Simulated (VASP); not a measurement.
# PIr (zincblende type) (F-43m) in VASP: a series of runs

Runs on PIr (zincblende type). Level: LDA. Tasks: single point.

Everything below comes from runs of VASP 6.6.1. Logs are shortened: lines on timing, memory, paths and dates and some standing lists are left out, and cuts for length are marked.

## (1) The cell of the first run

It takes space group F-43m (No. 216, cubic). The conventional cell has a = 5.084 Å, b = 5.084 Å, c = 5.084 Å, α = 90.00°, β = 90.00°, γ = 90.00°. Within 2.9 Å of Ir (site symmetry -43m) lie 4 P at 2.20 Å. Within 2.9 Å of P (site symmetry -43m) lie 4 Ir at 2.20 Å.

## (2) Single point, LDA

Contents of INCAR:

```
PREC     = Accurate       # precision mode
ENCUT    = 500            # plane-wave cutoff, eV
EDIFF    = 1E-6           # SCF threshold, eV
ISMEAR   = -1             # smearing method
SIGMA    = 0.05           # smearing width, eV
LREAL    = F              # projectors in reciprocal space
LASPH    = T              # aspherical terms in the spheres
NELM     = 120            # most SCF steps
ALGO     = Normal         # electronic algorithm
ISIF     = 2              # what is computed and relaxed
LWAVE    = F              # write WAVECAR
LCHARG   = F              # write CHGCAR
NBANDS   = 18             # bands
GGA_COMPAT= F
```

Contents of KPOINTS:

```
Automatic mesh
0
Gamma
  12 12 12
```

Contents of POSCAR:

```
PIr
1.0
    0.0000000000      2.5418188147      2.5418188147
    2.5418188147      0.0000000000      2.5418188147
    2.5418188147      2.5418188147      0.0000000000
Ir P
1 1
Direct
    0.0000000000      0.0000000000      0.0000000000
    0.2500000000      0.2500000000      0.2500000000
```

Potentials or basis: VASP PAW LDA potentials, release 64 (Ir_sv_GW, P).

On the command line:

```sh
$ cat potpaw_LDA.64/Ir_sv_GW/POTCAR potpaw_LDA.64/P/POTCAR > POTCAR
$ mpirun -np 1 vasp_std > vasp.out
```

OUTCAR:

```text
PREC = Accurate
   ENCUT = 500
   EDIFF = 1E-6
   ISMEAR = -1
   LREAL = F
   LASPH = T
   NELM = 120
   ISIF = 2

 ion  position               nearest neighbor table
   1  0.000  0.000  0.000-   2 2.20   2 2.20   2 2.20   2 2.20
   2  0.250  0.250  0.250-   1 2.20   1 2.20   1 2.20   1 2.20

  LATTYP: Found a face centered cubic cell.
 ALAT       =     5.0836376294

  Lattice vectors:

 A1 = (   0.0000000000,   2.5418188147,   2.5418188147)
 A2 = (   2.5418188147,   0.0000000000,   2.5418188147)
 A3 = (   2.5418188147,   2.5418188147,   0.0000000000)

Analysis of symmetry for initial positions (statically):
=====================================================================
 Subroutine PRICEL returns:
 Original cell was already a primitive cell.

 Routine SETGRP: Setting up the symmetry group for a
 face centered cubic supercell.

 Subroutine GETGRP returns: Found 24 space group operations
 (whereof 24 operations were pure point group operations)
 out of a pool of 48 trial point group operations.

The static configuration has the point symmetry T_d .

Analysis of symmetry for dynamics (positions and initial velocities):
=====================================================================
 Subroutine PRICEL returns:
 Original cell was already a primitive cell.

 Routine SETGRP: Setting up the symmetry group for a
 face centered cubic supercell.

 Subroutine GETGRP returns: Found 24 space group operations
 (whereof 24 operations were pure point group operations)
 out of a pool of 48 trial point group operations.

The dynamic configuration has the point symmetry T_d .

 Subroutine INISYM returns: Found 24 space group operations
 (whereof 24 operations are pure point group operations),
 and found     1 'primitive' translations

----------------------------------------------------------------------------------------

                                     Primitive cell

  volume of cell :      32.8446

  direct lattice vectors                    reciprocal lattice vectors
     0.000000000  2.541818815  2.541818815    -0.196709536  0.196709536  0.196709536
     2.541818815  0.000000000  2.541818815     0.196709536 -0.196709536  0.196709536
     2.541818815  2.541818815  0.000000000     0.196709536  0.196709536 -0.196709536

  length of vectors
     3.594674641  3.594674641  3.594674641     0.340710911  0.340710911  0.340710911

  position of ions in fractional coordinates (direct lattice)
     0.000000000  0.000000000  0.000000000
     0.250000000  0.250000000  0.250000000

  ion indices of the primitive-cell ions
   primitive index   ion index
                 1           1
                 2           2

----------------------------------------------------------------------------------------

 KPOINTS: Automatic mesh

Automatic generation of k-mesh.
 Grid dimensions read from file:
 generate k-points for:   12   12   12

 Generating k-lattice:

  Cartesian coordinates                     Fractional coordinates (reciprocal lattice)
    -0.016392461  0.016392461  0.016392461     0.083333333  0.000000000  0.000000000
     0.016392461 -0.016392461  0.016392461     0.000000000  0.083333333  0.000000000
     0.016392461  0.016392461 -0.016392461     0.000000000  0.000000000  0.083333333

  Length of vectors
     0.028392576  0.028392576  0.028392576

  Shift w.r.t. Gamma in fractional coordinates (k-lattice)
     0.000000000  0.000000000  0.000000000

 Subroutine IBZKPT returns following result:
 ===========================================

 Found     72 irreducible k-points:

 Following reciprocal coordinates:
            Coordinates               Weight
  0.000000  0.000000  0.000000      1.000000
  0.083333  0.000000  0.000000      8.000000
  0.166667  0.000000  0.000000      8.000000
  0.250000  0.000000  0.000000      8.000000
  0.333333  0.000000  0.000000      8.000000
  0.416667  0.000000  0.000000      8.000000
[... 16 lines left out ...]
  0.500000  0.166667  0.000000     24.000000
 -0.416667  0.166667  0.000000     24.000000
 [... further k-points ...]
   k-points           NKPTS =     72   k-points in BZ     NKDIM =     72   number of bands    NBANDS=     18
   number of dos      NEDOS =    301   number of ions     NIONS =      2
   total plane-waves  NPLWV =  21952
   dimension x,y,z NGX =    28 NGY =   28 NGZ =   28
   dimension x,y,z NGXF=    56 NGYF=   56 NGZF=   56
   ions per type =               1   1
   NGX,Y,Z   is equivalent  to a cutoff of  12.95, 12.95, 12.95 a.u.
   NGXF,Y,Z  is equivalent  to a cutoff of  25.90, 25.90, 25.90 a.u.
 SYSTEM =  unknown system
   PREC   = accura    normal or accurate (medium, high low for compatibility)
   ISTART =      0    job   : 0-new  1-cont  2-samecut
   ICHARG =      2    charge: 1-file 2-atom 10-const
   ISPIN  =      1    spin polarized calculation?
   LNONCOLLINEAR =      F non collinear calculations
   LSORBIT =      F    spin-orbit coupling
   LASPH  =      T    aspherical Exc in radial PAW
   ENCUT  =  500.0 eV  36.75 Ry    6.06 a.u.   6.55  6.55  6.55*2*pi/ulx,y,z
   NELM   =    120;   NELMIN=  2; NELMDL= -5     # of ELM steps
   EDIFF  = 0.1E-05   stopping-criterion for ELM
   LREAL  =      F    real-space projection
   EDIFFG = 0.1E-04   stopping-criterion for IOM
   NSW    =      0    number of steps for IOM
   IBRION =     -1    ionic relax: 0-MD 1-quasi-New 2-CG
   NFREE  =      0    steps in history (QN), initial steepest desc. (CG)
   ISIF   =      2    stress and relaxation
   ISYM   =      2    0-nonsym 1-usesym 2-fastsym
   POTIM  = 0.5000    time-step for ionic-motion
   TEBEG  =    0.0;   TEEND  =   0.0 temperature during run
   PSTRESS=    0.0 pullay stress
   NELECT =      22.0000    total number of electrons
   NUPDOWN=      -1.0000    fix difference up-down
   EMIN   =  10.00;   EMAX   =-10.00  energy-range for DOS
   EFERMI =   0.00;   METHOD = LEGACY
   ISMEAR =    -1;   SIGMA  =   0.05  broadening in eV -4-tet -1-fermi 0-gaus
   EFERMI_NEDOS =   21; number of points for ismear=-14 and -15
   IALGO  =     38    algorithm
   IMIX   =      4    mixing-type and parameters
     AMIX     =   0.40;   BMIX     =  1.00
     AMIX_MAG =   1.60;   BMIX_MAG =  1.00
  volume/ion in A,a.u.               =      16.42       110.82
  Fermi-wavevector in a.u.,A,eV,Ry     =   1.432390  2.706824 27.915614  2.051740
  Thomas-Fermi vector in A             =   2.552022
   LORBIT       =      0    0 simple, 1 ext, 2 COOP (PROOUT), +10 PAW based schemes
   GGA     = CA    functional components
   LHFCALC =     F    Hartree Fock is set to
   AEXX    =    0.0000 exact exchange contribution
   IVDW    =     0    specifies the selected vdW correction
   LEPSILON=     F    determine dielectric tensor
   LRPA    =     F    only Hartree local field effects (RPA)
 non-spin polarized calculation
  energy-cutoff  :      500.00
  volume of cell :       32.84
 maximum number of plane-waves:       869
 NGX is ok and might be reduce to    28
   NGX = 13   NGY = 13   NGZ = 13

 number of electron      21.9999999 magnetization

 Free energy of the ion-electron system (eV)
  ---------------------------------------------------
  ext. energy  EPLUGINS =         0.00000000
  ---------------------------------------------------
  free energy    TOTEN  =       -17.60846401 eV

  energy without entropy =      -17.60172970  energy(sigma->0) =      -17.60509685

 E-fermi :   8.9880     XC(G=0): -12.0467

 val. band max:        8.9827385212   @ k =  -0.2500   0.3333   0.0833
 cond. band min:       9.0154178160   @ k =  -0.3333   0.3333   0.0833
 fundamental gap:      0.0326792948
 Fermi energy:         8.9880246837

 k-point     1 :       0.0000    0.0000    0.0000
  band No.  band energies     occupation
      1     -83.3191      2.00000
      2     -40.4977      2.00000
      3     -40.4977      2.00000
      4     -40.4977      2.00000
      5      -4.9515      2.00000
      6       2.5885      2.00000
[... 10 lines left out ...]
     17      16.9475      0.00000
     18      22.4674      0.00000

 k-point     2 :       0.0833    0.0000    0.0000
  band No.  band energies     occupation
      1     -83.3190      2.00000
      2     -40.5001      2.00000
      3     -40.4980      2.00000
      4     -40.4980      2.00000
      5      -4.8498      2.00000
      6       2.5209      2.00000
[... 10 lines left out ...]
     17      17.0069      0.00000
     18      22.7391      0.00000

 k-point     3 :       0.1667    0.0000    0.0000
  band No.  band energies     occupation
      1     -83.3182      2.00000
      2     -40.5059      2.00000
      3     -40.4982      2.00000
      4     -40.4982      2.00000
      5      -4.5612      2.00000
      6       2.3642      2.00000
[... 10 lines left out ...]
     17      17.2610      0.00000
     18      22.8458      0.00000

 k-point     4 :       0.2500    0.0000    0.0000
  band No.  band energies     occupation
      1     -83.3179      2.00000
      2     -40.5161      2.00000
      3     -40.4999      2.00000
      4     -40.4999      2.00000
      5      -4.1394      2.00000
      6       2.2231      2.00000
[... 375 lines left out ...]
      4     -40.5047      2.00000
      5      -3.2899      2.00000
      6       2.0466      2.00000
[... 10 lines left out ...]
     17      18.9689      0.00000
     18      22.0554      0.00000

 k-point    23 :       0.5000    0.1667    0.0000
  band No.  band energies     occupation
      1     -83.3170      2.00000
      2     -40.5318      2.00000
      3     -40.5083      2.00000
      4     -40.5047      2.00000
      5      -3.0269      2.00000
      6       2.3027      2.00000
[... 10 lines left out ...]
     17      20.2943      0.00000
     18      22.0783      0.00000

 k-point    24 :      -0.4167    0.1667    0.0000
  band No.  band energies     occupation
      1     -83.3172      2.00000
      2     -40.5325      2.00000
      3     -40.5097      2.00000
      4     -40.5045      2.00000
      5      -2.9923      2.00000
      6       2.5129      2.00000
[... 10 lines left out ...]
     17      20.7960      0.00000
     18      22.0505      0.00000

 [... further k-points ...]

------------------------ aborting loop because EDIFF is reached ----------------------------------------

  FORCE on cell =-STRESS in cart. coord.  units (eV):
  Direction    XX          YY          ZZ          XY          YZ          ZX
  --------------------------------------------------------------------------------------
  -------------------------------------------------------------------------------------
  Total        2.1009846      2.1009846      2.1009846     -0.0000000     -0.0000000      0.0000000
  in kB      102.4872149    102.4872149    102.4872149     -0.0000000     -0.0000000      0.0000000
  external PRESSURE =     102.4872149 kB  Pullay stress =       0.0000000 kB

 VOLUME and BASIS-vectors are now :
 -----------------------------------------------------------------------------
  energy-cutoff  :      500.00
  volume of cell :       32.84
      direct lattice vectors                 reciprocal lattice vectors
     0.000000000  2.541818815  2.541818815    -0.196709536  0.196709536  0.196709536
     2.541818815  0.000000000  2.541818815     0.196709536 -0.196709536  0.196709536
     2.541818815  2.541818815  0.000000000     0.196709536  0.196709536 -0.196709536

 POSITION                                       TOTAL-FORCE (eV/Angst)
 -----------------------------------------------------------------------------------
      0.00000      0.00000      0.00000         0.000000     -0.000000      0.000000
      1.27091      1.27091      1.27091        -0.000000      0.000000     -0.000000
 -----------------------------------------------------------------------------------
    total drift:                                0.000000      0.000000      0.000000

  FREE ENERGIE OF THE ION-ELECTRON SYSTEM (eV)
  ---------------------------------------------------
  free  energy   TOTEN  =       -17.6084640061 eV

  energy  without entropy=      -17.6017296988  energy(sigma->0) =      -17.60509685
```

Run time: 30 s. Hardware: 1 thread of Intel Xeon Platinum 8488C (Sapphire Rapids), shared host; peak memory 0.17 GiB.

Results:

- Free energy: -17.6085 eV
- Pressure: 10.2 GPa
- Band gap on the k mesh: zero (band 11 reaches 12.97 eV, above the bottom of band 12 at 8.39 eV)

Caveat: spin-orbit coupling is left out, which moves the levels of the heavy elements.

## (3) Single point, LDA

This run uses another cell than the first one, of 17.29 Å³/atom, 1.053 times its volume.

Contents of INCAR:

```
ALGO = Normal
EDIFF = 1E-6
ENCUT = 500
GGA_COMPAT = F
ISIF = 2
ISMEAR = -1
LASPH = T
LCHARG = F
LREAL = F
LWAVE = F
NBANDS = 18
NELM = 120
PREC = Accurate
SIGMA = 0.05
```

Contents of KPOINTS:

```
k-points
0
Gamma
  12 12 12
```

Contents of POSCAR:

```
PIr
1.0
    0.0000000000      2.5856518910      2.5856518910
    2.5856518910      0.0000000000      2.5856518910
    2.5856518910      2.5856518910      0.0000000000
Ir P
1 1
Direct
    0.0000000000      0.0000000000      0.0000000000
    0.2500000000      0.2500000000      0.2500000000
```

Potentials or basis: VASP PAW LDA potentials, release 64 (Ir_sv_GW, P).

On the command line:

```sh
$ cat potpaw_LDA.64/Ir_sv_GW/POTCAR potpaw_LDA.64/P/POTCAR > POTCAR
$ mpirun -np 1 vasp_std > vasp.out
```

OUTCAR:

```text
EDIFF = 1E-6
   ENCUT = 500
   ISIF = 2
   ISMEAR = -1
   LASPH = T
   LREAL = F
   NELM = 120
   PREC = Accurate

 ion  position               nearest neighbor table
   1  0.000  0.000  0.000-   2 2.24   2 2.24   2 2.24   2 2.24
   2  0.250  0.250  0.250-   1 2.24   1 2.24   1 2.24   1 2.24

  LATTYP: Found a face centered cubic cell.
 ALAT       =     5.1713037820

  Lattice vectors:

 A1 = (   0.0000000000,   2.5856518910,   2.5856518910)
 A2 = (   2.5856518910,   0.0000000000,   2.5856518910)
 A3 = (   2.5856518910,   2.5856518910,   0.0000000000)

Analysis of symmetry for initial positions (statically):
=====================================================================
 Subroutine PRICEL returns:
 Original cell was already a primitive cell.

 Routine SETGRP: Setting up the symmetry group for a
 face centered cubic supercell.

 Subroutine GETGRP returns: Found 24 space group operations
 (whereof 24 operations were pure point group operations)
 out of a pool of 48 trial point group operations.

The static configuration has the point symmetry T_d .
[... 151 lines left out ...]

 Free energy of the ion-electron system (eV)
  ---------------------------------------------------
  ext. energy  EPLUGINS =         0.00000000
  ---------------------------------------------------
  free energy    TOTEN  =       -17.67079277 eV

  energy without entropy =      -17.66269606  energy(sigma->0) =      -17.66674442

 E-fermi :   8.2224     XC(G=0): -11.7835

 val. band max:        8.1955484477   @ k =  -0.2500   0.3333   0.0833
 cond. band min:       8.2291730542   @ k =  -0.3333   0.3333   0.0833
 fundamental gap:      0.0336246065
 Fermi energy:         8.2224005709

 k-point     1 :       0.0000    0.0000    0.0000
  band No.  band energies     occupation
      1     -83.9351      2.00000
      2     -41.0913      2.00000
      3     -41.0913      2.00000
      4     -41.0913      2.00000
      5      -5.2913      2.00000
      6       2.1944      2.00000
[... 481 lines left out ...]
      5      -3.4698      2.00000
      6       2.0770      2.00000
[... 10 lines left out ...]
     17      19.6327      0.00000
     18      21.0805      0.00000

 [... further k-points ...]
[... 5 lines left out ...]
  --------------------------------------------------------------------------------------
  -------------------------------------------------------------------------------------
  Total       -0.2030964     -0.2030964     -0.2030964     -0.0000000      0.0000000      0.0000000
  in kB       -9.4118000     -9.4118000     -9.4118000     -0.0000000      0.0000000      0.0000000
  external PRESSURE =      -9.4118000 kB  Pullay stress =       0.0000000 kB

 VOLUME and BASIS-vectors are now :
 -----------------------------------------------------------------------------
  energy-cutoff  :      500.00
  volume of cell :       34.57
      direct lattice vectors                 reciprocal lattice vectors
     0.000000000  2.585651891  2.585651891    -0.193374832  0.193374832  0.193374832
     2.585651891  0.000000000  2.585651891     0.193374832 -0.193374832  0.193374832
     2.585651891  2.585651891  0.000000000     0.193374832  0.193374832 -0.193374832

 POSITION                                       TOTAL-FORCE (eV/Angst)
 -----------------------------------------------------------------------------------
      0.00000      0.00000      0.00000         0.000000     -0.000000     -0.000000
      1.29283      1.29283      1.29283        -0.000000      0.000000      0.000000
 -----------------------------------------------------------------------------------
    total drift:                                0.000000      0.000000      0.000000

  FREE ENERGIE OF THE ION-ELECTRON SYSTEM (eV)
  ---------------------------------------------------
  free  energy   TOTEN  =       -17.6707927742 eV

  energy  without entropy=      -17.6626960593  energy(sigma->0) =      -17.66674442
```

stdout:

```text
POSCAR found type information on POSCAR IrP
 POSCAR found :  2 types and       2 ions
 scaLAPACK will be used
 LDA part: xc-table for (Slater(with rela. corr.)+CA(PZ))
 , standard interpolation
 POSCAR, INCAR and KPOINTS ok, starting setup
 FFT: planning ... GRIDC
 FFT: planning ... GRID_SOFT
 FFT: planning ... GRID
 WAVECAR not read
 entering main loop
```

It took 17 s on 1 thread of Intel Xeon 6975P-C (Granite Rapids), shared host; peak memory 0.17 GiB.

What came out:

```yaml
Free_energy: -17.6708 eV
Pressure: -0.9 GPa
Band_gap_on_the_k_mesh: zero (band 11 reaches 11.99 eV, above the bottom of band 12 at 7.67 eV)
```

Caveat: spin-orbit coupling is left out, which moves the levels of the heavy elements.
